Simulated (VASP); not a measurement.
# CsPbCl3 (P4/mmm) in VASP: single point with PBEsol

Aim: the single point of CsPbCl3 with PBEsol.

Everything below comes from runs of VASP 6.6.1. Logs are shortened: lines on timing, memory, paths and dates and some standing lists are left out, and cuts for length are marked.

## (1) The cell of the first run

It takes space group P4/mmm (No. 123, tetragonal). The conventional cell has a = 5.465 Å, b = 5.465 Å, c = 5.605 Å, α = 90.00°, β = 90.00°, γ = 90.00°. Within 5.1 Å of Cs (site symmetry 4/mmm) lie 12 Cl at 3.86 to 3.91 Å and 8 Pb at 4.77 Å. Within 3.6 Å of Pb (site symmetry 4/mmm) lie 6 Cl at 2.73 to 2.80 Å. Cl (site symmetry mmm) has 2 Pb at 2.73 Å within 3.6 Å. Within 3.7 Å of Cl (site symmetry 4/mmm) lie 2 Pb at 2.80 Å.

## (2) Single point, PBEsol (strain -0.025 along x and y, +0.000 along z)

Contents of INCAR:

```
SYSTEM = CsPbCl3
PREC = Accurate
ENCUT = 520
EDIFF = 1E-6
ISMEAR = 0
SIGMA = 0.05
LREAL = .False.
LASPH = .True.
NELM = 100
ALGO = Normal
ISIF = 2
LWAVE = .False.
LCHARG = .False.
GGA = PS
NBANDS = 30
```

Contents of KPOINTS:

```
regular mesh
0
Gamma
  6 6 6
  0 0 0
```

Contents of POSCAR:

```
CsPbCl3
1.0
    5.4648750000      0.0000000000      0.0000000000
    0.0000000000      5.4648750000      0.0000000000
    0.0000000000      0.0000000000      5.6050000000
Cs Pb Cl
1 1 3
Direct
    0.0000000000      0.0000000000      0.0000000000
    0.5000000000      0.5000000000      0.5000000000
    0.0000000000      0.5000000000      0.5000000000
    0.5000000000      0.0000000000      0.5000000000
    0.5000000000      0.5000000000      0.0000000000
```

Potentials or basis: VASP PAW PBE potentials, release 64 (Cs_sv, Pb_d, Cl).

Command:

```
cat potpaw_PBE.64/Cs_sv/POTCAR potpaw_PBE.64/Pb_d/POTCAR potpaw_PBE.64/Cl/POTCAR > POTCAR
mpirun -np 1 vasp_std > vasp.out
```

OUTCAR:

```text
SYSTEM = CsPbCl3
   PREC = Accurate
   ENCUT = 520
   EDIFF = 1E-6
   ISMEAR = 0
   LREAL = .False.
   LASPH = .True.
   NELM = 100
   ISIF = 2
   GGA = PS

 ion  position               nearest neighbor table
   1  0.000  0.000  0.000-
   2  0.500  0.500  0.500-   3 2.73   4 2.73   4 2.73   3 2.73   5 2.80   5 2.80
   3  0.000  0.500  0.500-   2 2.73   2 2.73
   4  0.500  0.000  0.500-   2 2.73   2 2.73
   5  0.500  0.500  0.000-   2 2.80   2 2.80

  LATTYP: Found a simple tetragonal cell.
 ALAT       =     5.4648750000
 C/A-ratio  =     1.0256410256

  Lattice vectors:

 A1 = (   5.4648750000,   0.0000000000,   0.0000000000)
 A2 = (   0.0000000000,   5.4648750000,   0.0000000000)
 A3 = (   0.0000000000,   0.0000000000,   5.6050000000)

Analysis of symmetry for initial positions (statically):
=====================================================================
 Subroutine PRICEL returns:
 Original cell was already a primitive cell.

 Routine SETGRP: Setting up the symmetry group for a
 simple tetragonal supercell.

 Subroutine GETGRP returns: Found 16 space group operations
 (whereof 16 operations were pure point group operations)
 out of a pool of 16 trial point group operations.

The static configuration has the point symmetry D_4h.

Analysis of symmetry for dynamics (positions and initial velocities):
=====================================================================
 Subroutine PRICEL returns:
 Original cell was already a primitive cell.

 Routine SETGRP: Setting up the symmetry group for a
 simple tetragonal supercell.

 Subroutine GETGRP returns: Found 16 space group operations
 (whereof 16 operations were pure point group operations)
 out of a pool of 16 trial point group operations.

The dynamic configuration has the point symmetry D_4h.

 Subroutine INISYM returns: Found 16 space group operations
 (whereof 16 operations are pure point group operations),
 and found     1 'primitive' translations

----------------------------------------------------------------------------------------

                                     Primitive cell

  volume of cell :     167.3925

  direct lattice vectors                    reciprocal lattice vectors
     5.464875000  0.000000000  0.000000000     0.182986802  0.000000000  0.000000000
     0.000000000  5.464875000  0.000000000     0.000000000  0.182986802  0.000000000
     0.000000000  0.000000000  5.605000000     0.000000000  0.000000000  0.178412132

  length of vectors
     5.464875000  5.464875000  5.605000000     0.182986802  0.182986802  0.178412132

  position of ions in fractional coordinates (direct lattice)
     0.000000000  0.000000000  0.000000000
     0.500000000  0.500000000  0.500000000
     0.000000000  0.500000000  0.500000000
     0.500000000  0.000000000  0.500000000
     0.500000000  0.500000000  0.000000000

  ion indices of the primitive-cell ions
   primitive index   ion index
                 1           1
                 2           2
                 3           3
                 4           4
                 5           5

----------------------------------------------------------------------------------------

 KPOINTS: regular mesh

Automatic generation of k-mesh.
 Grid dimensions read from file:
 generate k-points for:    6    6    6

 Generating k-lattice:

  Cartesian coordinates                     Fractional coordinates (reciprocal lattice)
     0.030497800  0.000000000  0.000000000     0.166666667  0.000000000  0.000000000
     0.000000000  0.030497800  0.000000000     0.000000000  0.166666667  0.000000000
     0.000000000  0.000000000  0.029735355     0.000000000  0.000000000  0.166666667

  Length of vectors
     0.030497800  0.030497800  0.029735355

  Shift w.r.t. Gamma in fractional coordinates (k-lattice)
     0.000000000  0.000000000  0.000000000

 Subroutine IBZKPT returns following result:
 ===========================================

 Found     40 irreducible k-points:

 Following reciprocal coordinates:
            Coordinates               Weight
  0.000000  0.000000  0.000000      1.000000
  0.166667  0.000000  0.000000      4.000000
  0.333333  0.000000  0.000000      4.000000
  0.500000  0.000000  0.000000      2.000000
  0.166667  0.166667  0.000000      4.000000
  0.333333  0.166667  0.000000      8.000000
[... 16 lines left out ...]
  0.333333  0.000000  0.333333      8.000000
  0.500000  0.000000  0.333333      4.000000
 [... further k-points ...]
   k-points           NKPTS =     40   k-points in BZ     NKDIM =     40   number of bands    NBANDS=     30
   number of dos      NEDOS =    301   number of ions     NIONS =      5
   total plane-waves  NPLWV =  74088
   dimension x,y,z NGX =    42 NGY =   42 NGZ =   42
   dimension x,y,z NGXF=    84 NGYF=   84 NGZF=   84
   ions per type =               1   1   3
   NGX,Y,Z   is equivalent  to a cutoff of  12.78, 12.78, 12.46 a.u.
   NGXF,Y,Z  is equivalent  to a cutoff of  25.55, 25.55, 24.91 a.u.
 SYSTEM =  CsPbCl3
   PREC   = accura    normal or accurate (medium, high low for compatibility)
   ISTART =      0    job   : 0-new  1-cont  2-samecut
   ICHARG =      2    charge: 1-file 2-atom 10-const
   ISPIN  =      1    spin polarized calculation?
   LNONCOLLINEAR =      F non collinear calculations
   LSORBIT =      F    spin-orbit coupling
   LASPH  =      T    aspherical Exc in radial PAW
   ENCUT  =  520.0 eV  38.22 Ry    6.18 a.u.  10.16 10.16 10.42*2*pi/ulx,y,z
   NELM   =    100;   NELMIN=  2; NELMDL= -5     # of ELM steps
   EDIFF  = 0.1E-05   stopping-criterion for ELM
   LREAL  =      F    real-space projection
   EDIFFG = 0.1E-04   stopping-criterion for IOM
   NSW    =      0    number of steps for IOM
   IBRION =     -1    ionic relax: 0-MD 1-quasi-New 2-CG
   NFREE  =      0    steps in history (QN), initial steepest desc. (CG)
   ISIF   =      2    stress and relaxation
   ISYM   =      2    0-nonsym 1-usesym 2-fastsym
   POTIM  = 0.5000    time-step for ionic-motion
   TEBEG  =    0.0;   TEEND  =   0.0 temperature during run
   PSTRESS=    0.0 pullay stress
   NELECT =      44.0000    total number of electrons
   NUPDOWN=      -1.0000    fix difference up-down
   EMIN   =  10.00;   EMAX   =-10.00  energy-range for DOS
   EFERMI =   0.00;   METHOD = LEGACY
   ISMEAR =     0;   SIGMA  =   0.05  broadening in eV -4-tet -1-fermi 0-gaus
   EFERMI_NEDOS =   21; number of points for ismear=-14 and -15
   IALGO  =     38    algorithm
   IMIX   =      4    mixing-type and parameters
     AMIX     =   0.40;   BMIX     =  1.00
     AMIX_MAG =   1.60;   BMIX_MAG =  1.00
  volume/ion in A,a.u.               =      33.48       225.92
  Fermi-wavevector in a.u.,A,eV,Ry     =   1.048690  1.981736 14.963010  1.099750
  Thomas-Fermi vector in A             =   2.183622
   LORBIT       =      0    0 simple, 1 ext, 2 COOP (PROOUT), +10 PAW based schemes
   GGA     = PS    functional components
   LHFCALC =     F    Hartree Fock is set to
   AEXX    =    0.0000 exact exchange contribution
   IVDW    =     0    specifies the selected vdW correction
   LEPSILON=     F    determine dielectric tensor
   LRPA    =     F    only Hartree local field effects (RPA)
 non-spin polarized calculation
 Gauss-broadening in eV      SIGMA  =   0.05
  energy-cutoff  :      520.00
  volume of cell :      167.39
 maximum number of plane-waves:      4529
 NGX is ok and might be reduce to    42
   NGX = 21   NGY = 21   NGZ = 21

 number of electron      43.9999988 magnetization

 Free energy of the ion-electron system (eV)
  ---------------------------------------------------
  ext. energy  EPLUGINS =         0.00000000
  ---------------------------------------------------
  free energy    TOTEN  =       -18.31744063 eV

  energy without entropy =      -18.31744063  energy(sigma->0) =      -18.31744063

 E-fermi :   2.6471     XC(G=0):  -8.2393

 val. band max:        2.4023350170   @ k =   0.5000   0.5000   0.5000
 cond. band min:       3.8200867688   @ k =   0.5000   0.5000   0.5000
 fundamental gap:      1.4177517517
 Fermi energy:         2.6470602407

 k-point     1 :       0.0000    0.0000    0.0000
  band No.  band energies     occupation
      1     -19.2465      2.00000
      2     -14.7188      2.00000
      3     -14.6573      2.00000
      4     -14.3412      2.00000
      5     -14.3412      2.00000
      6     -14.3351      2.00000
[... 22 lines left out ...]
     29       8.2894      0.00000
     30       8.7150      0.00000

 k-point     2 :       0.1667    0.0000    0.0000
  band No.  band energies     occupation
      1     -19.2456      2.00000
      2     -14.6973      2.00000
      3     -14.6396      2.00000
      4     -14.3418      2.00000
      5     -14.3411      2.00000
      6     -14.3358      2.00000
[... 22 lines left out ...]
     29       7.9063      0.00000
     30       8.2885      0.00000

 k-point     3 :       0.3333    0.0000    0.0000
  band No.  band energies     occupation
      1     -19.2439      2.00000
      2     -14.6827      2.00000
      3     -14.5726      2.00000
      4     -14.3430      2.00000
      5     -14.3411      2.00000
      6     -14.3369      2.00000
[... 22 lines left out ...]
     29       7.5695      0.00000
     30       8.5742      0.00000

 k-point     4 :       0.5000    0.0000    0.0000
  band No.  band energies     occupation
      1     -19.2430      2.00000
      2     -14.6804      2.00000
      3     -14.5323      2.00000
      4     -14.3436      2.00000
      5     -14.3411      2.00000
      6     -14.3376      2.00000
[... 616 lines left out ...]
     29       7.7236      0.00000
     30       8.5008      0.00000

 k-point    23 :       0.3333    0.0000    0.3333
  band No.  band energies     occupation
      1     -19.2422      2.00000
      2     -14.6638      2.00000
      3     -14.5026      2.00000
      4     -14.3442      2.00000
      5     -14.3423      2.00000
      6     -14.3369      2.00000
[... 22 lines left out ...]
     29       8.0345      0.00000
     30       8.3151      0.00000

 k-point    24 :       0.5000    0.0000    0.3333
  band No.  band energies     occupation
      1     -19.2414      2.00000
      2     -14.6558      2.00000
      3     -14.4611      2.00000
      4     -14.3447      2.00000
      5     -14.3423      2.00000
      6     -14.3375      2.00000
[... 22 lines left out ...]
     29       8.1740      0.00000
     30       8.4230      0.00000

 [... further k-points ...]
[... 5 lines left out ...]
  --------------------------------------------------------------------------------------
  -------------------------------------------------------------------------------------
  Total        2.3077019      2.3077019      0.6384731      0.0000000     -0.0000000      0.0000000
  in kB       22.0878888     22.0878888      6.1110678      0.0000000     -0.0000000      0.0000000
  external PRESSURE =      16.7622818 kB  Pullay stress =       0.0000000 kB

 VOLUME and BASIS-vectors are now :
 -----------------------------------------------------------------------------
  energy-cutoff  :      520.00
  volume of cell :      167.39
      direct lattice vectors                 reciprocal lattice vectors
     5.464875000  0.000000000  0.000000000     0.182986802  0.000000000  0.000000000
     0.000000000  5.464875000  0.000000000     0.000000000  0.182986802  0.000000000
     0.000000000  0.000000000  5.605000000     0.000000000  0.000000000  0.178412132

 POSITION                                       TOTAL-FORCE (eV/Angst)
 -----------------------------------------------------------------------------------
      0.00000      0.00000      0.00000         0.000000      0.000000      0.000000
      2.73244      2.73244      2.80250         0.000000      0.000000      0.000000
      0.00000      2.73244      2.80250         0.000000      0.000000      0.000000
      2.73244      0.00000      2.80250         0.000000      0.000000      0.000000
      2.73244      2.73244      0.00000         0.000000      0.000000      0.000000
 -----------------------------------------------------------------------------------
    total drift:                                0.000000     -0.000000     -0.000000

  FREE ENERGIE OF THE ION-ELECTRON SYSTEM (eV)
  ---------------------------------------------------
  free  energy   TOTEN  =       -18.3174406299 eV

  energy  without entropy=      -18.3174406299  energy(sigma->0) =      -18.31744063
```

Wall time 94 s (1 thread of AMD EPYC 9R45 (Zen 5), shared host); peak memory 0.34 GiB.

Results:

* Free energy: -18.3174 eV
* Pressure: 1.7 GPa
* Band gap on the k mesh: 1.42 eV, direct

Caveat: the cell differs from its parent crystal (strain -0.025 along x and y, +0.000 along z); the PAW data sets were made with another functional, which shifts forces and pressure a little; spin-orbit coupling is left out, which moves the levels of the heavy elements. A k mesh can miss the band edges.
